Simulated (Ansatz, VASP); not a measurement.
**One calculation of SnSe, two programs**

The input INCAR:

```
ALGO = Normal
EDIFF = 1E-6
ENCUT = 520
GGA = PE
ISIF = 2
ISMEAR = 0
IVDW = 12
LASPH = T
LCHARG = T
LELF = T
LREAL = F
LVHAR = T
LWAVE = F
NBANDS = 28
NELM = 80
PREC = Accurate
SIGMA = 0.02
```

File KPOINTS:

```
k-points
0
Gamma
  6 6 6
```

POSCAR

```
SnSe
1.0
    4.2220107919      0.0000000000      0.0000000000
    0.0000000000      4.2220107919      0.0000000000
    0.0000000000      0.0000000000      5.9710971988
Sn Se
2 2
Direct
    0.5000000000      0.0000000000      0.2500887140
    0.0000000000      0.5000000000      0.7499112860
    0.5000000000      0.0000000000      0.7499351865
    0.0000000000      0.5000000000      0.2500648135
```

Input for Ansatz:

```yaml
crystal:
  lattice:
    - [4.2220107919, 0.0, 0.0]
    - [0.0, 4.2220107919, 0.0]
    - [0.0, 0.0, 5.9710971988]
  atoms:
    - { symbol: Sn, position: [0.5, 0.0, 0.250088714] }
    - { symbol: Sn, position: [0.0, 0.5, 0.749911286] }
    - { symbol: Se, position: [0.5, 0.0, 0.7499351865] }
    - { symbol: Se, position: [0.0, 0.5, 0.2500648135] }
basis:
  ecutwfc: 420
kpoints:
  mp_grid: { grid: [6, 6, 6] }
hamiltonian:
  xc: pbe
  dispersion: d3bj
scf:
  occupations: { method: gaussian, width: 0.02 }
  n_extra_bands: 16
output:
  forces: false
  stress: false
  eigenvalues: true
  optics: { e_range: [0, 14], sigma: 0.1, nscf_kmesh: { grid: [9, 9, 9] } }
checkpoint:
  read: start.run
  write: ck
  compress: false
  write_wavefunctions: false
  write_every: 100000
```

Alike in both runs: task single point; functional PBE; dispersion D3(BJ); k mesh 6 × 6 × 6; occupations gaussian, width 0.02 eV; no spin polarisation.

|  | VASP | Ansatz |
| --- | --- | --- |
| version | VASP 6.6.1 | Ansatz 0.2.0 |
| potentials or method | VASP PAW PBE potentials, release 64 (Sn_d, Se), cutoff 520 eV | scalar-relativistic, plane waves, PAW |
| valence electrons in the cell | 40 | 60 |

```csv
,VASP,Ansatz,Ansatz less VASP
gap on the k mesh at the Fermi level (eV),0.40,0.40,0.000
least direct gap on the mesh (eV),0.40,0.40,0.000
```

VASP's potentials hold 40 valence electrons a cell and Ansatz's 60, so a difference there can come from the potentials and not from the codes. Ansatz's warnings: optics on partly filled bands.
